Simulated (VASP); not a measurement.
# C (Im-3m) in VASP: a series of runs

Runs on C. Level: PBEsol. Tasks: single point, relaxation of cell and atoms.

Program: VASP 6.6.1. These are calculated values, not measurements. Logs are shortened: lines on timing, memory, paths and dates and some standing lists are left out, and cuts for length are marked.

## 1. The cell of the first run

The structure is cubic, space group Im-3m (No. 229). The conventional cell has a = 4.853 Å, b = 4.853 Å, c = 4.853 Å, α = 90.00°, β = 90.00°, γ = 90.00°. Within 2.0 Å of C (site symmetry 3m) lie 4 C at 1.47 to 1.58 Å.

## 2. Single point, PBEsol

Input file INCAR:

```
PREC = Accurate
ENCUT = 520
EDIFF = 1E-6
ISMEAR = 0
SIGMA = 0.05
LREAL = F
LASPH = T
NELM = 80
ALGO = Normal
ISIF = 2
LWAVE = F
LCHARG = F
GGA = PS
NBANDS = 26
```

Input file KPOINTS:

```
Automatic mesh
0
Gamma
  6 6 6
```

Input file POSCAR:

```
C
1.0
   -2.4263873541      2.4263873541      2.4263873541
    2.4263873541     -2.4263873541      2.4263873541
    2.4263873541      2.4263873541     -2.4263873541
C
8
Direct
    0.3252914026      0.0000000000      0.0000000000
    0.6747085974      0.6747085974      0.6747085974
    0.0000000000      0.3252914026      0.0000000000
    0.0000000000      0.0000000000      0.3252914026
    0.0000000000      0.6747085974      0.0000000000
    0.3252914026      0.3252914026      0.3252914026
    0.6747085974      0.0000000000      0.0000000000
    0.0000000000      0.0000000000      0.6747085974
```

Potentials or basis: VASP PAW PBE potentials, release 64 (C).

Started as:

```console
> cat potpaw_PBE.64/C/POTCAR > POTCAR
> mpirun -np 1 vasp_std > vasp.out
```

OUTCAR:

```text
PREC = Accurate
   ENCUT = 520
   EDIFF = 1E-6
   ISMEAR = 0
   LREAL = F
   LASPH = T
   NELM = 80
   ISIF = 2
   GGA = PS

 ion  position               nearest neighbor table
   1  0.325  0.000  0.000-   7 1.47   6 1.58   5 1.58   8 1.58
   2  0.675  0.675  0.675-   6 1.47   5 1.58   7 1.58   8 1.58
   3  0.000  0.325  0.000-   5 1.47   6 1.58   7 1.58   8 1.58
   4  0.000  0.000  0.325-   8 1.47   6 1.58   7 1.58   5 1.58
   5  0.000  0.675  0.000-   3 1.47   2 1.58   1 1.58   4 1.58
   6  0.325  0.325  0.325-   2 1.47   1 1.58   3 1.58   4 1.58
   7  0.675  0.000  0.000-   1 1.47   2 1.58   3 1.58   4 1.58
   8  0.000  0.000  0.675-   4 1.47   2 1.58   3 1.58   1 1.58

  LATTYP: Found a body centered cubic cell.
 ALAT       =     4.8527747082

  Lattice vectors:

 A1 = (  -2.4263873541,   2.4263873541,   2.4263873541)
 A2 = (   2.4263873541,  -2.4263873541,   2.4263873541)
 A3 = (   2.4263873541,   2.4263873541,  -2.4263873541)

Analysis of symmetry for initial positions (statically):
=====================================================================
 Subroutine PRICEL returns:
 Original cell was already a primitive cell.

 Routine SETGRP: Setting up the symmetry group for a
 body centered cubic supercell.

 Subroutine GETGRP returns: Found 48 space group operations
 (whereof 48 operations were pure point group operations)
 out of a pool of 48 trial point group operations.

The static configuration has the point symmetry O_h .

Analysis of symmetry for dynamics (positions and initial velocities):
=====================================================================
 Subroutine PRICEL returns:
 Original cell was already a primitive cell.

 Routine SETGRP: Setting up the symmetry group for a
 body centered cubic supercell.

 Subroutine GETGRP returns: Found 48 space group operations
 (whereof 48 operations were pure point group operations)
 out of a pool of 48 trial point group operations.

The dynamic configuration has the point symmetry O_h .

 Subroutine INISYM returns: Found 48 space group operations
 (whereof 48 operations are pure point group operations),
 and found     1 'primitive' translations

----------------------------------------------------------------------------------------

[... 97 lines left out ...]
   EDIFFG = 0.1E-04   stopping-criterion for IOM
   NSW    =      0    number of steps for IOM
   IBRION =     -1    ionic relax: 0-MD 1-quasi-New 2-CG
   NFREE  =      0    steps in history (QN), initial steepest desc. (CG)
   ISIF   =      2    stress and relaxation
   ISYM   =      2    0-nonsym 1-usesym 2-fastsym
   POTIM  = 0.5000    time-step for ionic-motion
   TEBEG  =    0.0;   TEEND  =   0.0 temperature during run
   PSTRESS=    0.0 pullay stress
   NELECT =      32.0000    total number of electrons
   NUPDOWN=      -1.0000    fix difference up-down
   EMIN   =  10.00;   EMAX   =-10.00  energy-range for DOS
   EFERMI =   0.00;   METHOD = LEGACY
   ISMEAR =     0;   SIGMA  =   0.05  broadening in eV -4-tet -1-fermi 0-gaus
   EFERMI_NEDOS =   21; number of points for ismear=-14 and -15
   IALGO  =     38    algorithm
   IMIX   =      4    mixing-type and parameters
     AMIX     =   0.40;   BMIX     =  1.00
     AMIX_MAG =   1.60;   BMIX_MAG =  1.00
  volume/ion in A,a.u.               =       7.14        48.20
  Fermi-wavevector in a.u.,A,eV,Ry     =   1.349412  2.550020 24.775036  1.820914
  Thomas-Fermi vector in A             =   2.477001
   LORBIT       =      0    0 simple, 1 ext, 2 COOP (PROOUT), +10 PAW based schemes
   GGA     = PS    functional components
   LHFCALC =     F    Hartree Fock is set to
   AEXX    =    0.0000 exact exchange contribution
   IVDW    =     0    specifies the selected vdW correction
   LEPSILON=     F    determine dielectric tensor
   LRPA    =     F    only Hartree local field effects (RPA)
 non-spin polarized calculation
 Gauss-broadening in eV      SIGMA  =   0.05
  energy-cutoff  :      520.00
  volume of cell :       57.14
 maximum number of plane-waves:      1566
   NGX = 15   NGY = 15   NGZ = 15

 number of electron      32.0000001 magnetization

 Free energy of the ion-electron system (eV)
  ---------------------------------------------------
  ext. energy  EPLUGINS =         0.00000000
  ---------------------------------------------------
  free energy    TOTEN  =       -71.56887412 eV

  energy without entropy =      -71.56887412  energy(sigma->0) =      -71.56887412

 E-fermi :   6.9351     XC(G=0): -11.7383

 val. band max:        6.6569324169   @ k =   0.5000   0.5000   0.5000
 cond. band min:       9.5541356825   @ k =   0.1667   0.1667   0.1667
 fundamental gap:      2.8972032656
 Fermi energy:         6.9351050684

 k-point     1 :       0.0000    0.0000    0.0000
  band No.  band energies     occupation
      1     -14.3020      2.00000
      2      -6.1474      2.00000
      3      -6.1474      2.00000
      4      -6.1474      2.00000
      5      -5.1658      2.00000
      6      -5.1658      2.00000
[... 453 lines left out ...]
     25      15.9362      0.00000
     26      15.9362      0.00000

------------------------ aborting loop because EDIFF is reached ----------------------------------------

  FORCE on cell =-STRESS in cart. coord.  units (eV):
  Direction    XX          YY          ZZ          XY          YZ          ZX
  --------------------------------------------------------------------------------------
  -------------------------------------------------------------------------------------
  Total        0.2629918      0.2629918      0.2629918      0.0000000      0.0000000     -0.0000000
  in kB        7.3741571      7.3741571      7.3741571      0.0000000      0.0000000     -0.0000000
  external PRESSURE =       7.3741571 kB  Pullay stress =       0.0000000 kB

 VOLUME and BASIS-vectors are now :
 -----------------------------------------------------------------------------
  energy-cutoff  :      520.00
  volume of cell :       57.14
      direct lattice vectors                 reciprocal lattice vectors
    -2.426387354  2.426387354  2.426387354     0.000000000  0.206067675  0.206067675
     2.426387354 -2.426387354  2.426387354     0.206067675  0.000000000  0.206067675
     2.426387354  2.426387354 -2.426387354     0.206067675  0.206067675  0.000000000

 POSITION                                       TOTAL-FORCE (eV/Angst)
 -----------------------------------------------------------------------------------
     -0.78928      0.78928      0.78928        -0.021221      0.021221      0.021221
      1.63710      1.63710      1.63710        -0.021221     -0.021221     -0.021221
      0.78928     -0.78928      0.78928         0.021221     -0.021221      0.021221
      0.78928      0.78928     -0.78928         0.021221      0.021221     -0.021221
      1.63710     -1.63710      1.63710        -0.021221      0.021221     -0.021221
      0.78928      0.78928      0.78928         0.021221      0.021221      0.021221
     -1.63710      1.63710      1.63710         0.021221     -0.021221     -0.021221
      1.63710      1.63710     -1.63710        -0.021221     -0.021221      0.021221
 -----------------------------------------------------------------------------------
    total drift:                                0.000000      0.000000     -0.000000

  FREE ENERGIE OF THE ION-ELECTRON SYSTEM (eV)
  ---------------------------------------------------
  free  energy   TOTEN  =       -71.5688741240 eV

  energy  without entropy=      -71.5688741240  energy(sigma->0) =      -71.56887412
```

Run time: 30 s. Hardware: 1 thread of Intel Xeon 8259CL, shared host; peak memory 0.17 GiB.

What came out:

| Property | Result |
| --- | --- |
| Free energy | -71.5689 eV |
| Pressure | 0.7 GPa |
| Largest force | 0.037 eV/Å |
| Band gap on the k mesh | 2.90 eV (least direct gap 3.73 eV) |

Forces in eV/Å, atoms in the order of the input:
```
C   -0.021  0.021  0.021
C   -0.021 -0.021 -0.021
C    0.021 -0.021  0.021
C    0.021  0.021 -0.021
C   -0.021  0.021 -0.021
C    0.021  0.021  0.021
C    0.021 -0.021 -0.021
C   -0.021 -0.021  0.021
```

Levels at points of the mesh, in eV from the valence-band top:
```csv
k point,band 13,band 14,band 15,band 16,band 17,band 18,band 19,band 20
"(0.00, 0.00, 0.00)",-5.27,-0.31,-0.31,-0.31,4.02,4.02,4.02,8.03
"(0.50, 0.00, 0.00)",-3.19,-3.05,-2.32,-2.12,3.90,5.43,5.87,6.34
"(0.50, 0.50, 0.50)",-6.15,0.00,0.00,0.00,3.73,5.85,5.85,5.85
```

Caveat: the PAW data sets were made with another functional, which shifts forces and pressure a little. A k mesh can miss the band edges.

[end of part 1 of 2]
